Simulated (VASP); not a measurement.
# InSb3 (Pm-3m) in VASP: notebook, part 2 of 2

VASP 6.6.1. The steps go on from the part before.

**3. Single point, PBEsol**

This run uses another cell than the first one, of 26.43 Å³/atom.

Input file INCAR:

```
SYSTEM = InSb3
ALGO = Normal ; EDIFF = 1E-7
ENCUT = 520 ; GGA = PS
ISIF = 2 ; ISMEAR = 0
LASPH = .True. ; LCHARG = .True.
LELF = .True. ; LREAL = .False.
LVHAR = .True. ; LWAVE = .False.
NBANDS = 22 ; NELM = 60
PREC = Accurate ; SIGMA = 0.15
```

Input file KPOINTS:

```
k-points
0
Gamma
  8 8 8
  0 0 0
```

Input file POSCAR:

```
InSb3
1.0
    4.7284623064      0.0000000000      0.0000000000
    0.0000000000      4.7284623064      0.0000000000
    0.0000000000      0.0000000000      4.7284623064
In Sb
1 3
Direct
    0.0000000000      0.0000000000      0.0000000000
    0.5000000000      0.0000000000      0.5000000000
    0.0000000000      0.5000000000      0.5000000000
    0.5000000000      0.5000000000      0.0000000000
```

Potentials or basis: VASP PAW PBE potentials, release 64 (In_d, Sb).

Started as:

```sh
cat potpaw_PBE.64/In_d/POTCAR potpaw_PBE.64/Sb/POTCAR > POTCAR
mpirun -np 1 vasp_std > vasp.out
```

OUTCAR:

```text
SYSTEM = InSb3
   EDIFF = 1E-7
   ENCUT = 520
   GGA = PS
   ISIF = 2
   ISMEAR = 0
   LASPH = .True.
   LREAL = .False.
   NELM = 60
   PREC = Accurate

 ion  position               nearest neighbor table
   1  0.000  0.000  0.000-   2 3.34   3 3.34   4 3.34   2 3.34   3 3.34   3 3.34   4 3.34   3 3.34
                             2 3.34   4 3.34   2 3.34   4 3.34
   2  0.500  0.000  0.500-   1 3.34   3 3.34   4 3.34   1 3.34   4 3.34   3 3.34   4 3.34   4 3.34
                             1 3.34   3 3.34   1 3.34   3 3.34
[... 806 lines left out ...]
  --------------------------------------------------------------------------------------
  -------------------------------------------------------------------------------------
  Total        0.0128535      0.0128535      0.0128535      0.0000000     -0.0000000      0.0000000
  in kB        0.1947922      0.1947922      0.1947922      0.0000000     -0.0000000      0.0000000
  external PRESSURE =       0.1947922 kB  Pullay stress =       0.0000000 kB

 VOLUME and BASIS-vectors are now :
 -----------------------------------------------------------------------------
  energy-cutoff  :      520.00
  volume of cell :      105.72
      direct lattice vectors                 reciprocal lattice vectors
     4.728462306  0.000000000  0.000000000     0.211485243  0.000000000  0.000000000
     0.000000000  4.728462306  0.000000000     0.000000000  0.211485243  0.000000000
     0.000000000  0.000000000  4.728462306     0.000000000  0.000000000  0.211485243

 POSITION                                       TOTAL-FORCE (eV/Angst)
 -----------------------------------------------------------------------------------
      0.00000      0.00000      0.00000         0.000000      0.000000      0.000000
      2.36423      0.00000      2.36423         0.000000      0.000000      0.000000
      0.00000      2.36423      2.36423         0.000000      0.000000      0.000000
      2.36423      2.36423      0.00000         0.000000      0.000000      0.000000
 -----------------------------------------------------------------------------------
    total drift:                                0.000000     -0.000000     -0.000000

  FREE ENERGIE OF THE ION-ELECTRON SYSTEM (eV)
  ---------------------------------------------------
  free  energy   TOTEN  =       -16.0673329427 eV

  energy  without entropy=      -16.0453772098  energy(sigma->0) =      -16.05635508
```

OSZICAR:

```text
N       E                     dE             d eps       ncg     rms          rms(c)
DAV:   1     0.188692059381E+03    0.18869E+03   -0.11067E+04  1540   0.119E+03
DAV:   2     0.738435007381E-01   -0.18862E+03   -0.18173E+03  1734   0.296E+02
DAV:   3    -0.155818967465E+02   -0.15656E+02   -0.15038E+02  1918   0.862E+01
DAV:   4    -0.160982540442E+02   -0.51636E+00   -0.51431E+00  1822   0.163E+01
DAV:   5    -0.161214319830E+02   -0.23178E-01   -0.23175E-01  2256   0.358E+00    0.366E+00
DAV:   6    -0.160805980520E+02    0.40834E-01   -0.65731E-02  1908   0.354E+00    0.203E+00
DAV:   7    -0.160679902885E+02    0.12608E-01   -0.28737E-02  2036   0.178E+00    0.241E-01
DAV:   8    -0.160673517151E+02    0.63857E-03   -0.25955E-03  1854   0.640E-01    0.641E-02
DAV:   9    -0.160673336291E+02    0.18086E-04   -0.12875E-04  1908   0.899E-02    0.200E-02
DAV:  10    -0.160673335461E+02    0.83039E-07   -0.77448E-06  2116   0.189E-02    0.732E-03
DAV:  11    -0.160673329772E+02    0.56887E-06   -0.68875E-07  1970   0.623E-03    0.840E-04
DAV:  12    -0.160673329427E+02    0.34527E-07   -0.29928E-08  1190   0.122E-03
   1 F= -.16067333E+02 E0= -.16056355E+02  d E =-.219557E-01
```

stdout:

```text
POSCAR found type information on POSCAR InSb
 POSCAR found :  2 types and       4 ions
 scaLAPACK will be used
 -----------------------------------------------------------------------------
|                                                                             |
|                                                                             |
|     You enforced a specific xc type in the INCAR file but a different       |
|     I HOPE YOU KNOW WHAT YOU ARE DOING!                                     |
|                                                                             |
 -----------------------------------------------------------------------------

 LDA part: xc-table for (Slater+PW92), standard interpolation
 POSCAR, INCAR and KPOINTS ok, starting setup
 FFT: planning ... GRIDC
 FFT: planning ... GRID_SOFT
 FFT: planning ... GRID
 WAVECAR not read
 entering main loop
```

Run time: 82 s. Hardware: 1 thread of Intel Xeon 8259CL, shared host; peak memory 0.25 GiB.

What came out:

```
Free energy            : -16.0673 eV
Pressure               : 0.0 GPa
Band gap on the k mesh : zero (bands 14 and 15 overlap by 4.90 eV)
```

Caveat: the PAW data sets were made with another functional, which shifts forces and pressure a little; spin-orbit coupling is left out, which moves the levels of the heavy elements.

**4. Single point, PBEsol**

This run uses another cell than the first one, of 27.23 Å³/atom.

Input file INCAR:

```
PREC = Accurate
ENCUT = 520
EDIFF = 1E-7
ISMEAR = 0
SIGMA = 0.15
LREAL = F
LASPH = T
NELM = 60
ALGO = Normal
ISIF = 2
LWAVE = F
LCHARG = T
GGA = PS
LELF = T
LVHAR = T
NBANDS = 22
```

Input file KPOINTS:

```
regular mesh
0
Gamma
  8 8 8
```

Input file POSCAR:

```
InSb3
1.0
    4.7757469295      0.0000000000      0.0000000000
    0.0000000000      4.7757469295      0.0000000000
    0.0000000000      0.0000000000      4.7757469295
In Sb
1 3
Direct
    0.0000000000      0.0000000000      0.0000000000
    0.5000000000      0.0000000000      0.5000000000
    0.0000000000      0.5000000000      0.5000000000
    0.5000000000      0.5000000000      0.0000000000
```

Started as:

```sh
cat potpaw_PBE.64/In_d/POTCAR potpaw_PBE.64/Sb/POTCAR > POTCAR
mpirun -np 1 vasp_std > vasp.out
```

Wall time 76 s (1 thread of Intel Xeon 8259CL, shared host); peak memory 0.25 GiB.

The run converged. Its results:

```
Free energy            : -16.0509 eV
Pressure               : -1.7 GPa
Band gap on the k mesh : zero (bands 14 and 15 overlap by 4.72 eV)
```

Levels at points of the mesh, in eV from the Fermi level:
```
           k point  band 10  band 11  band 12  band 13  band 14  band 15  band 16  band 17  band 18  band 19
(0.00, 0.00, 0.00)    -4.36    -4.36    -3.59     0.47     0.47     0.47     1.76     1.76     1.76     4.75
(0.50, 0.00, 0.00)    -2.94    -2.94    -2.14    -2.14    -1.13    -0.87     2.11     2.24     2.24     2.50
(0.50, 0.50, 0.00)    -2.47    -1.63    -1.63    -1.37    -1.11    -1.11    -0.42     1.03     3.36     3.58
(0.50, 0.50, 0.50)    -5.07    -5.07    -5.07    -4.83     3.61     3.61     3.69     3.69     3.69     6.49
```

Caveat: the PAW data sets were made with another functional, which shifts forces and pressure a little; spin-orbit coupling is left out, which moves the levels of the heavy elements.

**5. Overview**

| cell | gap on the mesh (eV) | pressure (GPa) |
| --- | --- | --- |
| a = 4.681 Å, 4 atoms | none | 2.0 |
| a = 4.728 Å, 4 atoms | none | 0.0 |
| a = 4.776 Å, 4 atoms | none | -1.7 |

Alike in all rows: task single point; level PBEsol; potentials or basis VASP PAW PBE potentials, release 64 (In_d, Sb); no spin polarisation; k mesh 8 × 8 × 8; cutoff (eV) 520; smearing gaussian 0.15 eV.

Caveats: the PAW data sets were made with another functional, which shifts forces and pressure a little; spin-orbit coupling is left out, which moves the levels of the heavy elements.

Absolute energies hang on the potentials; compare differences alone.
